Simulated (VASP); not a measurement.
## BeTe: single point with PBE-based screened hybrid

Crystal: BeTe.

```
CELL_PARAMETERS angstrom
0.00000 2.68323 2.68323
2.68323 0.00000 2.68323
2.68323 2.68323 0.00000
ATOMIC_POSITIONS crystal
Be 0.00000 0.00000 0.00000
Te 0.50000 0.50000 0.50000
```

```yaml
Program: VASP 6.6.1
Task: single point
Functional: PBE-based screened hybrid
Potentials_or_basis: VASP PAW PBE potentials, release 64 (Be, Te)
Cutoff: 520 eV
k_mesh: 4 × 4 × 4
Occupations: fermi-dirac, width 0.02 eV
Spin: no spin polarisation
```

| Property | Result |
| --- | --- |
| Pressure | -1.9 GPa |
| Band gap on the k mesh | 0.14 eV, indirect (least direct gap 3.42 eV) |

Levels at points of the mesh, in eV from the valence-band top:
| k point | band 2 | band 3 | band 4 | band 5 | band 6 | band 7 |
| --- | --- | --- | --- | --- | --- | --- |
| (0.00, 0.00, 0.00) | 0.00 | 0.00 | 0.00 | 4.66 | 8.76 | 8.76 |
| (0.50, 0.00, 0.00) | -7.89 | -0.01 | -0.01 | 3.93 | 3.93 | 4.59 |
| (0.50, 0.50, 0.00) | -6.90 | -3.28 | -3.28 | 0.14 | 4.67 | 11.66 |

It took 74 s on 1 thread of Intel(R) Xeon(R) 6975P-C (Granite Rapids), with other jobs on the host, peak memory 0.27 GiB.

Caveat: the k points lie up to 0.51 Å⁻¹ apart; the PAW data sets were made with another functional, which shifts forces and pressure a little; spin-orbit coupling is left out, which moves the levels of the heavy elements. A k mesh can miss the band edges.
